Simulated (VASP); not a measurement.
A run of VASP 6.6.1 is set up as follows.

INCAR

```
PREC     = Accurate       # precision mode
ENCUT    = 520            # plane-wave cutoff, eV
EDIFF    = 1E-6           # SCF threshold, eV
ISMEAR   = 0              # smearing method
SIGMA    = 0.05           # smearing width, eV
LREAL    = False          # projectors in reciprocal space
LASPH    = True           # aspherical terms in the spheres
NELM     = 100            # most SCF steps
ALGO     = Normal         # electronic algorithm
ISIF     = 2              # what is computed and relaxed
LWAVE    = False          # write WAVECAR
LCHARG   = True           # write CHGCAR
GGA      = PE             # functional
LELF     = True           # ELF
LVHAR    = True         
NBANDS   = 11             # bands
```

Contents of KPOINTS:

```
Automatic mesh
0
Gamma
  10 10 10
```

Contents of POSCAR:

```
MgO
1.0
    0.0000000000      2.0692016371      2.0692016371
    2.0692016371      0.0000000000      2.0692016371
    2.0692016371      2.0692016371      0.0000000000
Mg O
1 1
Direct
    0.0000000000      0.0000000000      0.0000000000
    0.5000000000      0.5000000000      0.5000000000
```

Potentials or basis: VASP PAW PBE potentials, release 64 (Mg, O).

Launch:

```console
$ cat potpaw_PBE.64/Mg/POTCAR potpaw_PBE.64/O/POTCAR > POTCAR
$ mpirun -np 1 vasp_std > vasp.out
```

Task: Predict the band gap on the k mesh.

Result: 5.26 eV, direct.

Task: Predict the pressure.

Result: 13.9 GPa.
